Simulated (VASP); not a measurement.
**SrO (pbe): single point with PBE**

The system is SrO (pbe).

```
Sr O
1.0
     0.00000    2.59761    2.59761
     2.59761    0.00000    2.59761
     2.59761    2.59761    0.00000
Sr O
1 1
Direct
  0.00000 0.00000 0.00000
  0.50000 0.50000 0.50000
```

```yaml
Program: VASP 6.6.1
Task: single point
Functional: PBE
Potentials_or_basis: VASP PAW PBE potentials, release 64 (Sr_sv, O)
Cutoff: 600 eV
k_mesh: 6 × 6 × 6
Occupations: gaussian, width 0.02 eV
Spin: no spin polarisation
```

The pressure is 0.4 GPa. The band gap on the k mesh is 3.28 eV, indirect (least direct gap 3.39 eV).

Levels at points of the mesh, in eV from the valence-band top:
| k point | band 6 | band 7 | band 8 | band 9 | band 10 | band 11 |
| --- | --- | --- | --- | --- | --- | --- |
| (0.00, 0.00, 0.00) | 0.00 | 0.00 | 0.00 | 3.77 | 6.14 | 6.14 |
| (0.50, 0.00, 0.00) | -2.11 | -1.08 | -1.08 | 6.42 | 8.21 | 8.67 |
| (0.50, 0.50, 0.00) | -0.48 | -0.11 | -0.11 | 3.28 | 7.57 | 9.97 |

It took 20 s on 1 thread of Intel Xeon 8259CL, with other jobs on the host, peak memory 0.17 GiB.

A k mesh can miss the band edges.
